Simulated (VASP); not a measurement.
# Lu (P6/mmm) in VASP: a series of runs

Lu is run at these levels: PBE; tasks: relaxation of cell and atoms, single point.

Program: VASP 6.6.1. These are calculated values, not measurements. Logs are shortened: lines on timing, memory, paths and dates and some standing lists are left out, and cuts for length are marked.

## (1) The cell of the first run

It takes space group P6/mmm (No. 191, hexagonal). Conventional cell: a = 5.215 Å, b = 5.215 Å, c = 3.265 Å, α = 90.00°, β = 90.00°, γ = 120.00°. Lu (site symmetry 6/mmm) has 14 Lu at 3.27 to 3.43 Å within 4.3 Å. Within 4.0 Å of Lu (site symmetry -6m2) lie 11 Lu at 3.01 to 3.43 Å.

This isn't the form of Lu at room conditions, which is hcp.

## (2) Relaxation of cell and atoms, PBE, target pressure 6.6 GPa, at which the enthalpy is minimised

INCAR

```
PREC = Accurate ; ENCUT = 600
EDIFF = 1E-7 ; ISMEAR = -1
SIGMA = 0.05 ; LREAL = False
LASPH = True ; NELM = 80
ALGO = Normal ; ISIF = 3
LWAVE = False ; LCHARG = False
GGA = PE ; IBRION = 2
NSW = 32 ; EDIFFG = -0.005
PSTRESS = 66.0
```

KPOINTS

```
regular mesh
0
Gamma
  7 7 10
```

POSCAR

```
Lu
1.0
    5.2149733256      0.0000000000      0.0000000000
   -2.6074866628      4.5162993800      0.0000000000
    0.0000000000      0.0000000000      3.2654287559
Lu
3
Direct
    0.0000000000      0.0000000000      0.0000000000
    0.3333333333      0.6666666667      0.5000000000
    0.6666666667      0.3333333333      0.5000000000
```

Potentials or basis: VASP PAW PBE potentials, release 64 (Lu).

Run with:

```
$ cat potpaw_PBE.64/Lu/POTCAR > POTCAR
$ mpirun -np 1 vasp_std > vasp.out
```

OUTCAR:

```text
PREC = Accurate
   ENCUT = 600
   EDIFF = 1E-7
   ISMEAR = -1
   LREAL = False
   LASPH = True
   NELM = 80
   ISIF = 3
   GGA = PE
   IBRION = 2
   NSW = 32
   EDIFFG = -0.005
   PSTRESS = 66.0

 ion  position               nearest neighbor table
   1  0.000  0.000  0.000-   2 3.43   3 3.43   2 3.43   3 3.43   2 3.43   2 3.43   3 3.43   3 3.43
                             3 3.43   3 3.43   2 3.43   2 3.43
   2  0.333  0.667  0.500-   3 3.01   3 3.01   3 3.01   1 3.43   1 3.43   1 3.43   1 3.43   1 3.43
                             1 3.43
   3  0.667  0.333  0.500-   2 3.01   2 3.01   2 3.01   1 3.43   1 3.43   1 3.43   1 3.43   1 3.43
                             1 3.43

  LATTYP: Found a hexagonal cell.
 ALAT       =     5.2149733256
 C/A-ratio  =     0.6261640381

  Lattice vectors:

 A1 = (   5.2149733256,   0.0000000000,   0.0000000000)
 A2 = (  -2.6074866628,   4.5162993800,   0.0000000000)
 A3 = (   0.0000000000,   0.0000000000,   3.2654287559)

Analysis of symmetry for initial positions (statically):
=====================================================================
 Subroutine PRICEL returns:
 Original cell was already a primitive cell.

 Routine SETGRP: Setting up the symmetry group for a
 hexagonal supercell.

 Subroutine GETGRP returns: Found 24 space group operations
 (whereof 24 operations were pure point group operations)
 out of a pool of 24 trial point group operations.

The static configuration has the point symmetry D_6h.

Analysis of symmetry for dynamics (positions and initial velocities):
=====================================================================
 Subroutine PRICEL returns:
 Original cell was already a primitive cell.

 Routine SETGRP: Setting up the symmetry group for a
 hexagonal supercell.

 Subroutine GETGRP returns: Found 24 space group operations
 (whereof 24 operations were pure point group operations)
 out of a pool of 24 trial point group operations.

The dynamic configuration has the point symmetry D_6h.

 Subroutine INISYM returns: Found 24 space group operations
 (whereof 24 operations are pure point group operations),
 and found     1 'primitive' translations

----------------------------------------------------------------------------------------

[... 95 lines left out ...]
   LREAL  =      F    real-space projection
   EDIFFG = -.5E-02   stopping-criterion for IOM
   NSW    =     32    number of steps for IOM
   IBRION =      2    ionic relax: 0-MD 1-quasi-New 2-CG
   NFREE  =      1    steps in history (QN), initial steepest desc. (CG)
   ISIF   =      3    stress and relaxation
   ISYM   =      2    0-nonsym 1-usesym 2-fastsym
   POTIM  = 0.5000    time-step for ionic-motion
   TEBEG  =    0.0;   TEEND  =   0.0 temperature during run
   PSTRESS=   66.0 pullay stress
   NELECT =      75.0000    total number of electrons
   NUPDOWN=      -1.0000    fix difference up-down
   EMIN   =  10.00;   EMAX   =-10.00  energy-range for DOS
   EFERMI =   0.00;   METHOD = LEGACY
   ISMEAR =    -1;   SIGMA  =   0.05  broadening in eV -4-tet -1-fermi 0-gaus
   EFERMI_NEDOS =   21; number of points for ismear=-14 and -15
   IALGO  =     38    algorithm
   IMIX   =      4    mixing-type and parameters
     AMIX     =   0.40;   BMIX     =  1.00
     AMIX_MAG =   1.60;   BMIX_MAG =  1.00
  volume/ion in A,a.u.               =      25.64       173.00
  Fermi-wavevector in a.u.,A,eV,Ry     =   1.623442  3.067861 35.859046  2.635566
  Thomas-Fermi vector in A             =   2.716892
   LORBIT       =      0    0 simple, 1 ext, 2 COOP (PROOUT), +10 PAW based schemes
   GGA     = PE    functional components
   LHFCALC =     F    Hartree Fock is set to
   AEXX    =    0.0000 exact exchange contribution
   IVDW    =     0    specifies the selected vdW correction
   LEPSILON=     F    determine dielectric tensor
   LRPA    =     F    only Hartree local field effects (RPA)
 conjugate gradient relaxation of ions
 non-spin polarized calculation
  energy-cutoff  :      600.00
  volume of cell :       76.91
 maximum number of plane-waves:      2605
 NGX is ok and might be reduce to    42

--------------------------------------- Ionic step        1  -------------------------------------------

 number of electron      74.9999986 magnetization

 Free energy of the ion-electron system (eV)
  ---------------------------------------------------
  ext. energy  EPLUGINS =         0.00000000
  ---------------------------------------------------
  free energy    TOTEN  =       -13.10069308 eV

  energy without entropy =      -13.05920913  energy(sigma->0) =      -13.07995110

------------------------ aborting loop because EDIFF is reached ----------------------------------------

  FORCE on cell =-STRESS in cart. coord.  units (eV):
  Direction    XX          YY          ZZ          XY          YZ          ZX
  --------------------------------------------------------------------------------------
  -------------------------------------------------------------------------------------
  Total        3.3231337      3.3231337      3.2770232      0.0000000      0.0000000     -0.0000000
  in kB       69.2282519     69.2282519     68.2676693      0.0000000      0.0000000     -0.0000000
  external PRESSURE =       2.9080577 kB  Pullay stress =      66.0000000 kB
[... 65 lines left out ...]
--------------------------------------- Ionic step        3  -------------------------------------------

 number of electron      74.9999994 magnetization

 Free energy of the ion-electron system (eV)
  ---------------------------------------------------
  ext. energy  EPLUGINS =         0.00000000
  ---------------------------------------------------
  free energy    TOTEN  =       -13.11729055 eV

  energy without entropy =      -13.07539093  energy(sigma->0) =      -13.09634074

 E-fermi :   2.6428     XC(G=0): -11.2631

 val. band max:        2.6413057029   @ k =   0.0000   0.0000   0.1000
 cond. band min:       2.6549948555   @ k =   0.0000   0.0000   0.1000
 fundamental gap:      0.0136891527
 Fermi energy:         2.6428208570

 k-point     1 :       0.0000    0.0000    0.0000
  band No.  band energies     occupation
      1     -53.3307      2.00000
      2     -53.2430      2.00000
      3     -53.1241      2.00000
      4     -24.3202      2.00000
      5     -24.3202      2.00000
      6     -23.9821      2.00000
[... 1141 lines left out ...]
     44       5.5922      0.00000
     45       7.0475      0.00000

 [... further k-points ...]

------------------------ aborting loop because EDIFF is reached ----------------------------------------

  FORCE on cell =-STRESS in cart. coord.  units (eV):
  Direction    XX          YY          ZZ          XY          YZ          ZX
  --------------------------------------------------------------------------------------
  -------------------------------------------------------------------------------------
  Total        3.1823854      3.1823854      3.1858322      0.0000000      0.0000000     -0.0000000
  in kB       65.9588398     65.9588398     66.0302785      0.0000000      0.0000000     -0.0000000
  external PRESSURE =      -0.0173473 kB  Pullay stress =      66.0000000 kB
[... 22 lines left out ...]
  energy  without entropy=      -13.0753909311  energy(sigma->0) =      -13.09634074

  enthalpy is  TOTEN    =        -9.9329192211 eV   P V=        3.1843713242

 reached required accuracy - stopping structural energy minimisation
```

OSZICAR:

```text
N       E                     dE             d eps       ncg     rms          rms(c)
DAV:   1     0.637235003966E+03    0.63724E+03   -0.28025E+04  5952   0.601E+03
DAV:   2     0.785831121726E+02   -0.55865E+03   -0.53168E+03  5584   0.849E+02
DAV:   3    -0.170768145013E+01   -0.80291E+02   -0.78152E+02  4668   0.208E+02
[... 34 lines left out ...]
DAV:   5    -0.131171715878E+02   -0.25138E-03   -0.34343E-04  6636   0.116E-01    0.401E-02
DAV:   6    -0.131172738115E+02   -0.10222E-03   -0.12974E-04  7691   0.573E-02    0.145E-02
DAV:   7    -0.131172908303E+02   -0.17019E-04   -0.30750E-05  6657   0.493E-02    0.574E-03
DAV:   8    -0.131172905674E+02    0.26287E-06   -0.32622E-06  6244   0.181E-02    0.184E-03
DAV:   9    -0.131172905453E+02    0.22068E-07   -0.69096E-07  5728   0.727E-03
   3 F= -.99329192E+01 E0= -.99119694E+01  d E =-.395435E-03
```

It took 6.5 min on 1 thread of Intel Xeon Platinum 8488C (Sapphire Rapids), shared host; peak memory 0.34 GiB.

What came out:

```yaml
Free_energy: -13.1173 eV
Relaxed_volume: 25.77 Å³/atom
Relaxed_cell: a = 5.225 Å, b = 5.225 Å, c = 3.270 Å, α = 90.00°, β = 90.00°, γ = 120.00°
Space_group_after_relaxing_to_0.1_Å: P6/mmm (No. 191)
Energy_change_on_relaxing_the_run_minimises_the_enthalpy: -5.5 meV/atom
Ionic_steps: 3
Pressure_after_relaxing: 6.6 GPa
Band_gap_on_the_k_mesh: zero (an odd number of electrons rules out a gap without spin polarisation)
```

Step by step:
```csv
step,energy change (eV),largest force (eV/Å),pressure (GPa),volume (Å³)
1,0.0000,0.0000,6.89,76.91
2,-0.0217,0.0000,6.48,77.43
3,-0.0166,0.0000,6.60,77.30
```

Final structure:
```
Lu
1.0
     5.22483    0.00000    0.00000
    -2.61241    4.52483    0.00000
     0.00000    0.00000    3.26976
Lu
3
Cartesian
  -2.6124 4.5248 0.0000
  0.0000 3.0166 1.6349
  2.6124 1.5083 1.6349
```

Caveat: the cell is relaxed towards a set pressure, so the run minimises the enthalpy, not the energy; spin-orbit coupling is left out, which moves the levels of the heavy elements.

## (3) Single point, PBE

This run uses another cell than the first one: it holds 1 atom, not 3.

INCAR

```
SYSTEM = Lu
PREC = Accurate
ENCUT = 520
EDIFF = 1E-6
ISMEAR = -1
SIGMA = 0.05
LREAL = .False.
LASPH = .True.
NELM = 100
ALGO = Normal
ISIF = 2
LWAVE = .False.
LCHARG = .False.
GGA = PE
NBANDS = 18
```

KPOINTS

```
regular mesh
0
Gamma
  14 14 13
  0 0 0
```

POSCAR

```
Lu
1.0
    3.1654296430      0.0000000000      0.0000000000
   -1.5827148215      2.7413424848      0.0000000000
    0.0000000000      0.0000000000      3.0806617561
Lu
1
Direct
    0.0000000000      0.0000000000      0.0000000000
```

Potentials or basis: VASP PAW PBE potentials, release 64 (Lu).

Run with:

```
$ cat potpaw_PBE.64/Lu/POTCAR > POTCAR
$ mpirun -np 1 vasp_std > vasp.out
```

Wall time 62 s (1 thread of AMD EPYC 7R13, shared host); peak memory 0.2 GiB.

It converged, with:

| Property | Result |
| --- | --- |
| Free energy | -3.9530 eV |
| Pressure | 6.8 GPa |
| Band gap on the k mesh | zero (an odd number of electrons rules out a gap without spin polarisation) |

Stress tensor (GPa, compression positive):
```
6.85 0.00 0.00
0.00 6.85 0.00
0.00 0.00 6.77
```

Levels at points of the mesh, in eV from the Fermi level:
```csv
k point,band 11,band 12,band 13,band 14,band 15,band 16
"(0.00, 0.00, 0.00)",-4.89,-4.80,-0.49,2.52,2.52,7.36
"(0.50, 0.00, 0.00)",-4.85,-2.54,0.16,0.80,3.60,6.55
```

Caveat: the cell stands under pressure; spin-orbit coupling is left out, which moves the levels of the heavy elements.
